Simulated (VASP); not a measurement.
A run of VASP 6.6.1 is set up as follows.

INCAR

```
  PREC = Accurate
  ENCUT = 520
  EDIFF = 1E-7
  ISMEAR = 0
  SIGMA = 0.02
  LREAL = False
  LASPH = True
  NELM = 80
  ALGO = Normal
  ISIF = 2
  LWAVE = False
  LCHARG = True
  LELF = True
  LVHAR = True
  NBANDS = 11
```

The input KPOINTS:

```
regular mesh
0
Gamma
  12 12 12
```

POSCAR

```
C
1.0
    0.0000000000      1.7657330654      1.7657330654
    1.7657330654      0.0000000000      1.7657330654
    1.7657330654      1.7657330654      0.0000000000
C
2
Direct
    0.5000000000      0.5000000000      0.5000000000
    0.7500000000      0.7500000000      0.7500000000
```

Potentials or basis: VASP PAW LDA potentials, release 64 (C).

The run is started by

```console
$ cat potpaw_LDA.64/C/POTCAR > POTCAR
$ mpirun -np 1 vasp_std > vasp.out
```

Task: What does it give for the band gap on the k mesh?

Result: 4.20 eV, indirect (least direct gap 5.63 eV).

Task: Estimate the pressure.

Result: 1.7 GPa.

A k mesh can miss the band edges.
